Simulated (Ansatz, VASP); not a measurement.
## CdSe: VASP beside Ansatz

```xyz
4
Lattice="4.2711 0.0000 0.0000 -2.1356 3.6989 0.0000 0.0000 0.0000 6.9729" Properties=species:S:1:pos:R:3 pbc="T T T"
Cd    2.1356    1.2330    3.4864
Cd    0.0000    2.4659    0.0000
Se    2.1356    1.2330    6.1710
Se    0.0000    2.4659    2.6846
```

Change from the starting cell: volume scaled by 0.98.

Alike in both runs: task single point; functional PBEsol; k mesh 7 × 7 × 4; occupations fermi-dirac, width 0.05 eV; no spin polarisation.

|  | VASP | Ansatz |
| --- | --- | --- |
| version | VASP 6.6.1 | Ansatz 0.2.0 |
| potentials or method | VASP PAW PBE potentials, release 64 (Cd, Se), cutoff 520 eV | all-electron LAPW, scalar-relativistic |

Ansatz gave:

- gap on the k mesh at the Fermi level (eV): 0.62
- least direct gap on the mesh (eV): 0.62
- pressure (GPa): 1.3
- traceless stress, the component that is largest in VASP (GPa): -1.39
- rms of the force components (eV/Å): 0.165

Question: What did VASP give for the same quantities?

Answer: gap on the k mesh at the Fermi level (eV): 0.62; least direct gap on the mesh (eV): 0.62; pressure (GPa): 1.6; traceless stress, the component that is largest in VASP (GPa): -1.44; rms of the force components (eV/Å): 0.171.

VASP's potentials were made for PBE, not for PBEsol. Atom by atom the forces differ by 0.006 eV/Å (rms over components). Ansatz ran all-electron here, and VASP with PAW potentials.
